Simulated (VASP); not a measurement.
A run of VASP 6.6.1:

INCAR

```
ALGO = Normal
EDIFF = 1E-7
ENCUT = 520
GGA = RP
ISIF = 2
ISMEAR = 1
LASPH = T
LCHARG = F
LREAL = F
LWAVE = F
NBANDS = 11
NELM = 100
PREC = Accurate
SIGMA = 0.05
```

File KPOINTS:

```
k-points
0
Gamma
  7 7 7
```

File POSCAR:

```
Si
1.0
    0.0000000000      2.7512604028      2.7512604028
    2.7512604028      0.0000000000      2.7512604028
    2.7512604028      2.7512604028      0.0000000000
Si
2
Direct
    0.7500000000      0.7500000000      0.7500000000
    0.5000000000      0.5000000000      0.5000000000
```

Potentials or basis: VASP PAW PBE potentials, release 64 (Si).

The run is started by

```sh
$ cat potpaw_PBE.64/Si/POTCAR > POTCAR
$ mpirun -np 1 vasp_std > vasp.out
```

Hardware: 1 thread of Intel(R) Xeon(R) Platinum 8259CL CPU @ 2.50GHz (Skylake/Cascade Lake), on a shared host.

Question: How long does it take, and how much memory?

Answer: Wall time 9.7 s on 1 thread of Intel(R) Xeon(R) Platinum 8259CL CPU @ 2.50GHz (Skylake/Cascade Lake), on a shared host, peak memory 0.15 GiB. Counts: scf iterations 14, k points 20.
